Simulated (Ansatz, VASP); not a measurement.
InSe: VASP beside Ansatz

```
CELL_PARAMETERS angstrom
4.00585 0.00000 0.00000
-2.00293 3.46917 0.00000
0.00000 0.00000 17.00216
ATOMIC_POSITIONS crystal
In 0.33333 0.66667 0.16835
In 0.66667 0.33333 0.66835
In 0.33333 0.66667 0.33165
In 0.66667 0.33333 0.83165
Se 0.33333 0.66667 0.59313
Se 0.66667 0.33333 0.09313
Se 0.33333 0.66667 0.90687
Se 0.66667 0.33333 0.40687
```

Alike in both runs: task electric field gradients; functional PBEsol; k mesh 12 × 12 × 2; no spin polarisation.

```csv
,VASP,Ansatz
version,VASP 6.6.1,Ansatz 0.2.0
potentials or method,"VASP PAW PBE potentials, release 64 (In_d, Se), cutoff 400 eV","scalar-relativistic, plane waves, PAW"
occupations,"gaussian, width 0.01 eV",fixed
valence electrons in the cell,76,116
```

VASP gave:

- gap on the k mesh at the Fermi level (eV): 0.42
- least direct gap on the mesh (eV): 0.42
- pressure (GPa): 0.0
- rms of the force components (eV/Å): 0.012
- size of Vzz on the site where it differs most (V/Å²): 64.0

Q: Which values does Ansatz return?

A: gap on the k mesh at the Fermi level (eV): 0.43; least direct gap on the mesh (eV): 0.43; pressure (GPa): 0.0; rms of the force components (eV/Å): 0.000; size of Vzz on the site where it differs most (V/Å²): 66.3.

VASP's potentials were made for PBE, not for PBEsol. Atom by atom the forces differ by 0.012 eV/Å (rms over components). VASP's potentials hold 76 valence electrons a cell and Ansatz's 116, so a difference there can come from the potentials and not from the codes.
